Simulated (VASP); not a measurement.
# CdF2 (fluorite type) (I4/mmm) in VASP: electric field gradients with PBE

Aim: the electric field gradients of CdF2 (fluorite type) with PBE.

All numbers are computed with VASP 6.6.1; they aren't measurements. Logs are shortened: lines on timing, memory, paths and dates and some standing lists are left out, and cuts for length are marked.

## 1. The cell of the first run

The structure is tetragonal, space group I4/mmm (No. 139). Conventional cell: a = 3.847 Å, b = 3.847 Å, c = 5.564 Å, α = 90.00°, β = 90.00°, γ = 90.00°. Within 3.1 Å of Cd (site symmetry 4/mmm) lie 8 F at 2.37 Å. F (site symmetry -4m2) has 4 Cd at 2.37 Å and 6 F at 2.72 to 2.78 Å within 3.1 Å.

## 2. Electric field gradients, PBE (z stretched by +1.5 % at fixed volume)

Contents of INCAR:

```
PREC     = Accurate       # precision mode
ENCUT    = 520            # plane-wave cutoff, eV
EDIFF    = 1E-8           # SCF threshold, eV
ISMEAR   = -1             # smearing method
SIGMA    = 0.05           # smearing width, eV
LREAL    = False          # projectors in reciprocal space
LASPH    = True           # aspherical terms in the spheres
NELM     = 60             # most SCF steps
ALGO     = Normal         # electronic algorithm
ISIF     = 2              # what is computed and relaxed
LWAVE    = False          # write WAVECAR
LCHARG   = False          # write CHGCAR
GGA      = PE             # functional
LEFG     = True         
NBANDS   = 20             # bands
```

Contents of KPOINTS:

```
Automatic mesh
0
Gamma
  11 11 11
```

Contents of POSCAR:

```
CdF2
1.0
    0.0000000000      2.7203927178      2.7818305164
    2.7203927178      0.0000000000      2.7818305164
    2.7203927178      2.7203927178      0.0000000000
Cd F
1 2
Direct
    0.0000000000      0.0000000000      0.0000000000
    0.2500000000      0.2500000000      0.2500000000
    0.7500000000      0.7500000000      0.7500000000
```

Potentials or basis: VASP PAW PBE potentials, release 64 (Cd, F).

Run with:

```sh
$ cat potpaw_PBE.64/Cd/POTCAR potpaw_PBE.64/F/POTCAR > POTCAR
$ mpirun -np 1 vasp_std > vasp.out
```

OUTCAR:

```text
PREC = Accurate
   ENCUT = 520
   EDIFF = 1E-8
   ISMEAR = -1
   LREAL = False
   LASPH = True
   NELM = 60
   ISIF = 2
   GGA = PE

 ion  position               nearest neighbor table
   1  0.000  0.000  0.000-   2 2.37   3 2.37   3 2.37   3 2.37   3 2.37   2 2.37   2 2.37   2 2.37

   2  0.250  0.250  0.250-   1 2.37   1 2.37   1 2.37   1 2.37
   3  0.750  0.750  0.750-   1 2.37   1 2.37   1 2.37   1 2.37

  LATTYP: Found a body centered tetragonal cell.
 ALAT       =     3.8472162765
 C/A-ratio  =     1.4461523951

  Lattice vectors:

 A1 = (  -2.7203927178,   0.0000000000,   2.7818305164)
 A2 = (   2.7203927178,   0.0000000000,   2.7818305164)
 A3 = (   0.0000000000,   2.7203927178,  -2.7818305164)

Analysis of symmetry for initial positions (statically):
=====================================================================
 Subroutine PRICEL returns:
 Original cell was already a primitive cell.

 Routine SETGRP: Setting up the symmetry group for a
 body centered tetragonal supercell.

 Subroutine GETGRP returns: Found 16 space group operations
 (whereof 16 operations were pure point group operations)
 out of a pool of 16 trial point group operations.

The static configuration has the point symmetry D_4h.

Analysis of symmetry for dynamics (positions and initial velocities):
=====================================================================
 Subroutine PRICEL returns:
 Original cell was already a primitive cell.

 Routine SETGRP: Setting up the symmetry group for a
 body centered tetragonal supercell.

 Subroutine GETGRP returns: Found 16 space group operations
 (whereof 16 operations were pure point group operations)
 out of a pool of 16 trial point group operations.

The dynamic configuration has the point symmetry D_4h.

 Subroutine INISYM returns: Found 16 space group operations
 (whereof 16 operations are pure point group operations),
 and found     1 'primitive' translations

----------------------------------------------------------------------------------------

                                     Primitive cell

  volume of cell :      41.1741

  direct lattice vectors                    reciprocal lattice vectors
     0.000000000  2.720392718  2.781830516    -0.183796993  0.183796993  0.179737765
     2.720392718  0.000000000  2.781830516     0.183796993 -0.183796993  0.179737765
     2.720392718  2.720392718  0.000000000     0.183796993  0.183796993 -0.179737765

  length of vectors
     3.890901896  3.890901896  3.847216276     0.316019514  0.316019514  0.316019514

  position of ions in fractional coordinates (direct lattice)
     0.000000000  0.000000000  0.000000000
     0.250000000  0.250000000  0.250000000
     0.750000000  0.750000000  0.750000000

  ion indices of the primitive-cell ions
   primitive index   ion index
                 1           1
                 2           2
                 3           3

----------------------------------------------------------------------------------------

 KPOINTS: Automatic mesh

Automatic generation of k-mesh.
 Grid dimensions read from file:
 generate k-points for:   11   11   11

 Generating k-lattice:

  Cartesian coordinates                     Fractional coordinates (reciprocal lattice)
    -0.016708818  0.016708818  0.016339797     0.090909091 -0.000000000  0.000000000
     0.016708818 -0.016708818  0.016339797    -0.000000000  0.090909091  0.000000000
     0.016708818  0.016708818 -0.016339797     0.000000000  0.000000000  0.090909091

  Length of vectors
     0.028729047  0.028729047  0.028729047

  Shift w.r.t. Gamma in fractional coordinates (k-lattice)
     0.000000000  0.000000000  0.000000000

 Subroutine IBZKPT returns following result:
 ===========================================

 Found    126 irreducible k-points:

 Following reciprocal coordinates:
            Coordinates               Weight
  0.000000  0.000000  0.000000      1.000000
  0.090909 -0.000000  0.000000      8.000000
  0.181818 -0.000000  0.000000      8.000000
  0.272727  0.000000  0.000000      8.000000
  0.363636 -0.000000  0.000000      8.000000
  0.454545 -0.000000  0.000000      8.000000
[... 16 lines left out ...]
 -0.272727  0.181818  0.000000      8.000000
 -0.181818  0.181818  0.000000      4.000000
 [... further k-points ...]
   k-points           NKPTS =    126   k-points in BZ     NKDIM =    126   number of bands    NBANDS=     20
   number of dos      NEDOS =    301   number of ions     NIONS =      3
   total plane-waves  NPLWV =  27000
   dimension x,y,z NGX =    30 NGY =   30 NGZ =   30
   dimension x,y,z NGXF=    60 NGYF=   60 NGZF=   60
   ions per type =               1   2
   NGX,Y,Z   is equivalent  to a cutoff of  12.82, 12.82, 12.96 a.u.
   NGXF,Y,Z  is equivalent  to a cutoff of  25.64, 25.64, 25.93 a.u.
 SYSTEM =  unknown system
   PREC   = accura    normal or accurate (medium, high low for compatibility)
   ISTART =      0    job   : 0-new  1-cont  2-samecut
   ICHARG =      2    charge: 1-file 2-atom 10-const
   ISPIN  =      1    spin polarized calculation?
   LNONCOLLINEAR =      F non collinear calculations
   LSORBIT =      F    spin-orbit coupling
   LASPH  =      T    aspherical Exc in radial PAW
   ENCUT  =  520.0 eV  38.22 Ry    6.18 a.u.   7.23  7.23  7.15*2*pi/ulx,y,z
   NELM   =     60;   NELMIN=  2; NELMDL= -5     # of ELM steps
   EDIFF  = 0.1E-07   stopping-criterion for ELM
   LREAL  =      F    real-space projection
   EDIFFG = 0.1E-06   stopping-criterion for IOM
   NSW    =      0    number of steps for IOM
   IBRION =     -1    ionic relax: 0-MD 1-quasi-New 2-CG
   NFREE  =      0    steps in history (QN), initial steepest desc. (CG)
   ISIF   =      2    stress and relaxation
   ISYM   =      2    0-nonsym 1-usesym 2-fastsym
   POTIM  = 0.5000    time-step for ionic-motion
   TEBEG  =    0.0;   TEEND  =   0.0 temperature during run
   PSTRESS=    0.0 pullay stress
   NELECT =      26.0000    total number of electrons
   NUPDOWN=      -1.0000    fix difference up-down
   EMIN   =  10.00;   EMAX   =-10.00  energy-range for DOS
   EFERMI =   0.00;   METHOD = LEGACY
   ISMEAR =    -1;   SIGMA  =   0.05  broadening in eV -4-tet -1-fermi 0-gaus
   EFERMI_NEDOS =   21; number of points for ismear=-14 and -15
   IALGO  =     38    algorithm
   IMIX   =      4    mixing-type and parameters
     AMIX     =   0.40;   BMIX     =  1.00
     AMIX_MAG =   1.60;   BMIX_MAG =  1.00
  volume/ion in A,a.u.               =      13.72        92.62
  Fermi-wavevector in a.u.,A,eV,Ry     =   1.404509  2.654138 26.839488  1.972647
  Thomas-Fermi vector in A             =   2.527064
   LORBIT       =      0    0 simple, 1 ext, 2 COOP (PROOUT), +10 PAW based schemes
   GGA     = PE    functional components
   LHFCALC =     F    Hartree Fock is set to
   AEXX    =    0.0000 exact exchange contribution
   IVDW    =     0    specifies the selected vdW correction
   LEPSILON=     F    determine dielectric tensor
   LRPA    =     F    only Hartree local field effects (RPA)
 non-spin polarized calculation
  energy-cutoff  :      520.00
  volume of cell :       41.17
 maximum number of plane-waves:      1123
 NGX is ok and might be reduce to    30
   NGX = 15   NGY = 15   NGZ = 15

 number of electron      25.9999996 magnetization

 Free energy of the ion-electron system (eV)
  ---------------------------------------------------
  ext. energy  EPLUGINS =         0.00000000
  ---------------------------------------------------
  free energy    TOTEN  =       -10.90080449 eV

  energy without entropy =      -10.90080449  energy(sigma->0) =      -10.90080449

 E-fermi :  -0.6059     XC(G=0): -10.1348

 val. band max:       -1.6847451289   @ k =  -0.2727   0.1818   0.4545
 cond. band min:       1.1970734598   @ k =   0.0000   0.0000   0.0000
 fundamental gap:      2.8818185887
 Fermi energy:        -0.6059269338

 k-point     1 :       0.0000    0.0000    0.0000
  band No.  band energies     occupation
      1     -22.2157      2.00000
      2     -21.2450      2.00000
      3      -7.1739      2.00000
      4      -7.1594      2.00000
      5      -7.1594      2.00000
      6      -6.1750      2.00000
[... 12 lines left out ...]
     19      17.5981      0.00000
     20      18.0886      0.00000

 k-point     2 :       0.0909   -0.0000    0.0000
  band No.  band energies     occupation
      1     -22.1928      2.00000
      2     -21.2657      2.00000
      3      -7.1426      2.00000
      4      -7.1311      2.00000
      5      -7.0863      2.00000
      6      -6.1824      2.00000
[... 12 lines left out ...]
     19      17.3683      0.00000
     20      17.8384      0.00000

 k-point     3 :       0.1818   -0.0000    0.0000
  band No.  band energies     occupation
      1     -22.1263      2.00000
      2     -21.3244      2.00000
      3      -7.0707      2.00000
      4      -7.0567      2.00000
      5      -6.8695      2.00000
      6      -6.1948      2.00000
[... 12 lines left out ...]
     19      17.0596      0.00000
     20      17.3290      0.00000

 k-point     4 :       0.2727    0.0000    0.0000
  band No.  band energies     occupation
      1     -22.0265      2.00000
      2     -21.4124      2.00000
      3      -6.9859      2.00000
      4      -6.9663      2.00000
      5      -6.5540      2.00000
      6      -6.1917      2.00000
[... 429 lines left out ...]
 k-point    23 :      -0.2727    0.1818    0.0000
  band No.  band energies     occupation
      1     -21.8874      2.00000
      2     -21.5330      2.00000
      3      -6.8587      2.00000
      4      -6.7942      2.00000
      5      -6.2837      2.00000
      6      -6.2720      2.00000
[... 12 lines left out ...]
     19      16.1605      0.00000
     20      19.2919      0.00000

 k-point    24 :      -0.1818    0.1818    0.0000
  band No.  band energies     occupation
      1     -21.9911      2.00000
      2     -21.4428      2.00000
      3      -6.9287      2.00000
      4      -6.8998      2.00000
      5      -6.5078      2.00000
      6      -6.2786      2.00000
[... 12 lines left out ...]
     19      16.2724      0.00000
     20      19.0102      0.00000

 [... further k-points ...]
[... 5 lines left out ...]
  --------------------------------------------------------------------------------------
  -------------------------------------------------------------------------------------
  Total        0.3306972      0.3306972     -0.2644334      0.0000000     -0.0000000      0.0000000
  in kB       12.8681819     12.8681819    -10.2897072      0.0000000     -0.0000000      0.0000000
  external PRESSURE =       5.1488856 kB  Pullay stress =       0.0000000 kB

 VOLUME and BASIS-vectors are now :
 -----------------------------------------------------------------------------
  energy-cutoff  :      520.00
  volume of cell :       41.17
      direct lattice vectors                 reciprocal lattice vectors
     0.000000000  2.720392718  2.781830516    -0.183796993  0.183796993  0.179737765
     2.720392718  0.000000000  2.781830516     0.183796993 -0.183796993  0.179737765
     2.720392718  2.720392718  0.000000000     0.183796993  0.183796993 -0.179737765

 POSITION                                       TOTAL-FORCE (eV/Angst)
 -----------------------------------------------------------------------------------
      0.00000      0.00000      0.00000         0.000000     -0.000000     -0.000000
      1.36020      1.36020      1.39092        -0.000000     -0.000000      0.000000
      4.08059      4.08059      4.17275         0.000000      0.000000     -0.000000
 -----------------------------------------------------------------------------------
    total drift:                                0.000000     -0.000000      0.000000

  FREE ENERGIE OF THE ION-ELECTRON SYSTEM (eV)
  ---------------------------------------------------
  free  energy   TOTEN  =       -10.9008044908 eV

  energy  without entropy=      -10.9008044907  energy(sigma->0) =      -10.90080449

 Electric field gradients (V/A^2)
---------------------------------------------------------------------
 ion       V_xx      V_yy      V_zz      V_xy      V_xz      V_yz
---------------------------------------------------------------------
   1       2.208     2.208    -4.415     0.003     0.001     0.001
   2      -3.218    -3.218     6.436    -0.002    -0.001    -0.001
   3      -3.218    -3.218     6.436    -0.002    -0.001    -0.001
---------------------------------------------------------------------

 Electric field gradients after diagonalization (V/A^2)
 (convention: |V_zz| > |V_xx| > |V_yy|)
----------------------------------------------------------------------
 ion       V_xx      V_yy      V_zz     asymmetry (V_yy - V_xx)/ V_zz
----------------------------------------------------------------------
   1       2.210     2.205    -4.415       0.001
   2      -3.219    -3.216     6.436       0.001
   3      -3.219    -3.216     6.436       0.001
----------------------------------------------------------------------

           NMR quadrupolar parameters

 Cq : quadrupolar parameter    Cq=e*Q*V_zz/h
 eta: asymmetry parameters     (V_yy - V_xx)/ V_zz
 Q  : nuclear electric quadrupole moment in mb (millibarn)
----------------------------------------------------------------------
 ion       Cq(MHz)       eta       Q (mb)
----------------------------------------------------------------------
   1      -0.011       0.001       1.000
   2       0.016       0.001       1.000
   3       0.016       0.001       1.000
----------------------------------------------------------------------
```

Run time: 60 s. Hardware: 1 thread of AMD EPYC 9R45 (Zen 5), shared host; peak memory 0.2 GiB.

Results:

| Property | Result |
| --- | --- |
| Free energy | -10.9008 eV |
| Pressure | 0.5 GPa |
| Band gap on the k mesh | 2.88 eV (least direct gap 3.40 eV) |
| Largest electric field gradient by atom | Cd -4.4; F +6.4 V/Å² |

Levels at points of the mesh, in eV from the valence-band top:
| k point | band 11 | band 12 | band 13 | band 14 | band 15 | band 16 |
| --- | --- | --- | --- | --- | --- | --- |
| (0.00, 0.00, 0.00) | -0.58 | -0.58 | -0.52 | 2.88 | 12.43 | 12.43 |

Electric field gradients, principal values (V/Å²):
```
atom   least  middle  greatest (by size)
1 Cd   2.205   2.210              -4.415
 2 F  -3.216  -3.219               6.436
 3 F  -3.216  -3.219               6.436
```

Caveat: without QUAD_EFG the Cq values of the log hold for a quadrupole moment of 1 mb, not for the nuclei. A k mesh can miss the band edges.
